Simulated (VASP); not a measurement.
# Ta (Immm) in VASP: further runs, part 2 of 2

VASP 6.6.1. The steps go on from the part before.

### Step 3. Single point, PBEsol (normal strain along x -0.0733, normal strain along z +0.1500)

File INCAR:

```
  PREC = Accurate
  ENCUT = 520
  EDIFF = 1E-6
  ISMEAR = 0
  SIGMA = 0.15
  LREAL = F
  LASPH = T
  NELM = 100
  ALGO = Fast
  ISIF = 2
  LWAVE = F
  LCHARG = F
  GGA = PS
  NBANDS = 12
```

File KPOINTS:

```
Automatic mesh
0
Gamma
  20 20 20
```

File POSCAR:

```
Ta
1.0
   -1.5199998761      1.6402286350      1.8862629302
    1.5199998761     -1.6402286350      1.8862629302
    1.5199998761      1.6402286350     -1.8862629302
Ta
1
Direct
    0.0000000000      0.0000000000      0.0000000000
```

Potentials or basis: VASP PAW PBE potentials, release 64 (Ta_pv).

On the command line:

```sh
> cat potpaw_PBE.64/Ta_pv/POTCAR > POTCAR
> mpirun -np 1 vasp_std > vasp.out
```

Wall time 89 s (1 thread of Intel Xeon 6975P-C (Granite Rapids), shared host); peak memory 0.35 GiB.

Results (log left out):

```yaml
Free_energy: -12.4083 eV
Pressure: -9.0 GPa
```

Stress tensor (GPa, compression positive):
```
 -3.95   0.00   0.00
  0.00  -5.57   0.00
  0.00   0.00 -17.47
```

Levels at points of the mesh, in eV from the Fermi level:
| k point | band 3 | band 4 | band 5 | band 6 | band 7 | band 8 |
| --- | --- | --- | --- | --- | --- | --- |
| (0.00, 0.00, 0.00) | -33.33 | -7.93 | -0.30 | 0.82 | 1.92 | 2.14 |
| (0.50, 0.00, 0.00) | -33.37 | -4.47 | -0.12 | 0.68 | 1.47 | 4.43 |
| (0.00, 0.50, 0.00) | -33.44 | -4.35 | -1.22 | 1.29 | 2.11 | 5.78 |
| (0.50, 0.50, 0.00) | -33.52 | -4.28 | -2.71 | 2.17 | 4.75 | 6.03 |
| (0.50, 0.50, 0.50) | -33.83 | -3.99 | -3.45 | 5.32 | 6.00 | 6.47 |

Caveat: the cell differs from its parent crystal (normal strain along x -0.0733, normal strain along z +0.1500); the PAW data sets were made with another functional, which shifts forces and pressure a little; spin-orbit coupling is left out, which moves the levels of the heavy elements.

### Step 4. Single point, PBEsol (normal strain along x -0.1100, normal strain along z +0.1000)

File INCAR:

```
PREC = Accurate ; ENCUT = 520
EDIFF = 1E-6 ; ISMEAR = 0
SIGMA = 0.15 ; LREAL = False
LASPH = True ; NELM = 60
ALGO = Fast ; ISIF = 2
LWAVE = False ; LCHARG = False
GGA = PS ; NBANDS = 12
```

File KPOINTS:

```
regular mesh
0
Gamma
  20 20 20
```

File POSCAR:

```
Ta
1.0
   -1.4598034852      1.6402286350      1.8042514985
    1.4598034852     -1.6402286350      1.8042514985
    1.4598034852      1.6402286350     -1.8042514985
Ta
1
Direct
    0.0000000000      0.0000000000      0.0000000000
```

On the command line:

```sh
> cat potpaw_PBE.64/Ta_pv/POTCAR > POTCAR
> mpirun -np 1 vasp_std > vasp.out
```

It took 2.4 min on 1 thread of AMD EPYC 9R45 (Zen 5), shared host; peak memory 0.3 GiB.

Results (log left out):

* Free energy: -12.4314 eV
* Pressure: 8.2 GPa

Stress tensor (GPa, compression positive):
```
17.81  0.00  0.00
 0.00  8.48  0.00
 0.00  0.00 -1.73
```

Levels at points of the mesh, in eV from the Fermi level:
| k point | band 3 | band 4 | band 5 | band 6 | band 7 | band 8 |
| --- | --- | --- | --- | --- | --- | --- |
| (0.00, 0.00, 0.00) | -32.98 | -8.27 | -0.68 | 1.17 | 1.95 | 2.15 |
| (0.50, 0.00, 0.00) | -33.03 | -4.84 | -0.04 | 0.87 | 1.57 | 4.36 |
| (0.00, 0.50, 0.00) | -33.17 | -4.72 | -1.87 | 1.88 | 2.66 | 6.65 |
| (0.50, 0.50, 0.00) | -33.24 | -4.73 | -2.96 | 2.53 | 4.68 | 6.85 |
| (0.50, 0.50, 0.50) | -33.61 | -4.51 | -3.99 | 6.36 | 6.72 | 7.08 |

Caveat: the cell differs from its parent crystal (normal strain along x -0.1100, normal strain along z +0.1000); the PAW data sets were made with another functional, which shifts forces and pressure a little; spin-orbit coupling is left out, which moves the levels of the heavy elements.

### Step 5. Single point, PBEsol (normal strain along x +0.1100, normal strain along z -0.1000)

File INCAR:

```
SYSTEM = Ta
PREC = Accurate
ENCUT = 520
EDIFF = 1E-6
ISMEAR = 0
SIGMA = 0.15
LREAL = .False.
LASPH = .True.
NELM = 60
ALGO = Fast
ISIF = 2
LWAVE = .False.
LCHARG = .False.
GGA = PS
NBANDS = 12
```

File KPOINTS:

```
regular mesh
0
Gamma
  20 20 20
  0 0 0
```

File POSCAR:

```
Ta
1.0
   -1.8206537848      1.6402286350      1.4762057715
    1.8206537848     -1.6402286350      1.4762057715
    1.8206537848      1.6402286350     -1.4762057715
Ta
1
Direct
    0.0000000000      0.0000000000      0.0000000000
```

On the command line:

```sh
> cat potpaw_PBE.64/Ta_pv/POTCAR > POTCAR
> mpirun -np 1 vasp_std > vasp.out
```

Wall time 2.5 min (1 thread of AMD EPYC 9R45 (Zen 5), shared host); peak memory 0.31 GiB.

The run converged. Its results:

```yaml
Free_energy: -12.4455 eV
Pressure: 3.5 GPa
```

Stress tensor (GPa, compression positive):
```
-6.00  0.00  0.00
 0.00  4.77  0.00
 0.00  0.00 11.62
```

Levels at points of the mesh, in eV from the Fermi level:
```tsv
k point	band 2	band 3	band 4	band 5	band 6	band 7	band 8	band 9
(0.00, 0.00, 0.00)	-33.13	-33.06	-8.19	-0.56	1.07	2.00	2.13	5.04
(0.50, 0.00, 0.00)	-33.60	-33.29	-4.61	-2.88	2.43	4.71	6.63	7.83
(0.00, 0.50, 0.00)	-33.49	-33.22	-4.62	-1.70	1.73	2.55	6.42	7.26
(0.50, 0.50, 0.00)	-33.34	-33.10	-4.74	-0.08	0.83	1.59	4.40	7.43
(0.50, 0.50, 0.50)	-33.96	-33.66	-4.37	-3.85	6.14	6.55	6.94	7.33
```

Caveat: the cell differs from its parent crystal (normal strain along x +0.1100, normal strain along z -0.1000); the PAW data sets were made with another functional, which shifts forces and pressure a little; spin-orbit coupling is left out, which moves the levels of the heavy elements.

### Step 6. Single point, PBEsol (normal strain along x -0.0733, normal strain along z +0.1000)

File INCAR:

```
PREC = Accurate
ENCUT = 520
EDIFF = 1E-7
ISMEAR = 0
SIGMA = 0.15
LREAL = False
LASPH = True
NELM = 100
ALGO = Fast
ISIF = 2
LWAVE = False
LCHARG = False
GGA = PS
NBANDS = 12
```

File KPOINTS:

```
Automatic mesh
0
Gamma
  20 20 20
```

File POSCAR:

```
Ta
1.0
   -1.5199998761      1.6402286350      1.8042514985
    1.5199998761     -1.6402286350      1.8042514985
    1.5199998761      1.6402286350     -1.8042514985
Ta
1
Direct
    0.0000000000      0.0000000000      0.0000000000
```

Potentials or basis: VASP PAW PBE potentials, release 64 (Ta_pv).

On the command line:

```sh
> cat potpaw_PBE.64/Ta_pv/POTCAR > POTCAR
> mpirun -np 1 vasp_std > vasp.out
```

Wall time 2.7 min (1 thread of AMD EPYC 9R45 (Zen 5), shared host); peak memory 0.32 GiB.

Results (log left out):

- Free energy: -12.4784 eV
- Pressure: -1.7 GPa

Stress tensor (GPa, compression positive):
```
 3.98  0.00  0.00
 0.00  0.42  0.00
 0.00  0.00 -9.57
```

Levels at points of the mesh, in eV from the Fermi level:
```csv
k point,band 3,band 4,band 5,band 6,band 7,band 8
"(0.00, 0.00, 0.00)",-33.09,-8.04,-0.24,0.88,1.88,2.43
"(0.50, 0.00, 0.00)",-33.10,-4.56,-0.39,0.97,2.05,4.52
"(0.00, 0.50, 0.00)",-33.18,-4.47,-1.50,1.59,2.72,5.95
"(0.50, 0.50, 0.00)",-33.24,-4.44,-2.60,2.23,4.72,6.13
"(0.50, 0.50, 0.50)",-33.71,-4.13,-3.70,6.41,6.47,6.83
```

Caveat: the cell differs from its parent crystal (normal strain along x -0.0733, normal strain along z +0.1000); the PAW data sets were made with another functional, which shifts forces and pressure a little; spin-orbit coupling is left out, which moves the levels of the heavy elements.

### Step 7. Single point, PBEsol (normal strain along x -0.1100, normal strain along z +0.1500)

File INCAR:

```
SYSTEM = Ta
ALGO = Fast ; EDIFF = 1E-6
ENCUT = 520 ; GGA = PS
ISIF = 2 ; ISMEAR = 0
LASPH = .True. ; LCHARG = .False.
LREAL = .False. ; LWAVE = .False.
NBANDS = 12 ; NELM = 100
PREC = Accurate ; SIGMA = 0.15
```

File KPOINTS:

```
k-points
0
Gamma
  20 20 20
  0 0 0
```

File POSCAR:

```
Ta
1.0
   -1.4598034852      1.6402286350      1.8862629302
    1.4598034852     -1.6402286350      1.8862629302
    1.4598034852      1.6402286350     -1.8862629302
Ta
1
Direct
    0.0000000000      0.0000000000      0.0000000000
```

On the command line:

```sh
> cat potpaw_PBE.64/Ta_pv/POTCAR > POTCAR
> mpirun -np 1 vasp_std > vasp.out
```

Run time: 2.3 min. Hardware: 1 thread of AMD EPYC 9R45 (Zen 5), shared host; peak memory 0.31 GiB.

It converged, with:

| Item | Value |
| --- | --- |
| Free energy | -12.4002 eV |
| Pressure | -0.5 GPa |

Stress tensor (GPa, compression positive):
```
  8.26   0.00   0.00
  0.00   0.99   0.00
  0.00   0.00 -10.64
```

Levels at points of the mesh, in eV from the Fermi level:
```csv
k point,band 1,band 2,band 3,band 4,band 5,band 6,band 7,band 8,band 9,band 10
"(0.00, 0.00, 0.00)",-33.33,-33.31,-33.21,-8.17,-0.70,1.13,1.48,2.43,4.84,13.12
"(0.50, 0.00, 0.00)",-34.46,-33.44,-33.29,-4.74,0.25,0.57,1.03,4.30,7.03,10.60
"(0.00, 0.50, 0.00)",-34.50,-33.62,-33.42,-4.57,-1.55,1.57,2.06,6.43,6.71,11.36
"(0.50, 0.50, 0.00)",-34.44,-33.74,-33.49,-4.54,-3.04,2.46,4.74,6.69,7.43,11.45
"(0.50, 0.50, 0.50)",-34.34,-34.04,-33.71,-4.34,-3.73,5.26,6.26,6.74,7.08,8.56
```

Caveat: the cell differs from its parent crystal (normal strain along x -0.1100, normal strain along z +0.1500); the PAW data sets were made with another functional, which shifts forces and pressure a little; spin-orbit coupling is left out, which moves the levels of the heavy elements.

### Step 8. The runs side by side

```csv
cell,further INCAR settings,gap on the mesh (eV),pressure (GPa)
"a = 2.635 Å, angles 109.5, 103.0, 116.1°, 1 atom",ALGO = Fast; EDIFF = 1e-06; NBANDS = 12,none,81.5
"a = 2.926 Å, angles 117.4, 111.8, 99.7°, 1 atom",ALGO = Fast; EDIFF = 1e-06; NBANDS = 12,none,-9.0
"a = 2.842 Å, angles 118.2, 109.5, 101.2°, 1 atom",ALGO = Fast; EDIFF = 1e-06; NBANDS = 12,none,8.2
"a = 2.861 Å, angles 101.0, 110.0, 117.9°, 1 atom",ALGO = Fast; EDIFF = 1e-06; NBANDS = 12,none,3.5
"a = 2.873 Å, angles 116.1, 110.4, 102.2°, 1 atom",ALGO = Fast; EDIFF = 1e-07; NBANDS = 12,none,-1.7
"a = 2.895 Å, angles 119.4, 111.0, 98.7°, 1 atom",ALGO = Fast; EDIFF = 1e-06; NBANDS = 12,none,-0.5
```

Alike in all rows: task single point; level PBEsol; potentials or basis VASP PAW PBE potentials, release 64 (Ta_pv); no spin polarisation; k mesh 20 × 20 × 20; cutoff (eV) 520; smearing gaussian 0.15 eV.

Caveats: the PAW data sets were made with another functional, which shifts forces and pressure a little; spin-orbit coupling is left out, which moves the levels of the heavy elements.

Total energies depend on the potentials used, so only differences within one code and one set of settings carry meaning.
